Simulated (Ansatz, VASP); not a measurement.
# MoS2: VASP beside Ansatz

```
Mo S
1.0
     3.23736    0.00000    0.00000
    -1.61868    2.80364    0.00000
     0.00000    0.00000   19.42083
Mo S
3 6
Direct
  0.00000 0.00000 0.00023
  0.66667 0.33333 0.33356
  0.33333 0.66667 0.66689
  0.33333 0.66667 0.25489
  0.66667 0.33333 0.07889
  0.00000 0.00000 0.58822
  0.33333 0.66667 0.41222
  0.66667 0.33333 0.92155
  0.00000 0.00000 0.74555
```

Change from the starting cell: equal strain along all axes, cell held, atoms relaxed: +3.0 %.

Alike in both runs: functional PBEsol; k mesh 12 × 12 × 2; occupations gaussian, width 0.02 eV; no spin polarisation.

Ansatz relaxed the structure, and its values are those at the end. VASP's run is a single point on that final structure, the one shown.

```csv
,VASP,Ansatz
version,VASP 6.6.1,Ansatz 0.2.0
potentials or method,"VASP PAW PBE potentials, release 64 (Mo_sv, S), cutoff 520 eV","scalar-relativistic, plane waves, PAW"
valence electrons in the cell,78,78
```

```csv
,VASP,Ansatz,Ansatz less VASP
gap on the k mesh at the Fermi level (eV),0.70,0.68,-0.015
least direct gap on the mesh (eV),1.48,1.47,-0.004
pressure (GPa),-5.0,-5.0,+0.01
```

VASP's potentials were made for PBE, not for PBEsol. Ansatz's warnings: stress scf threshold loose.
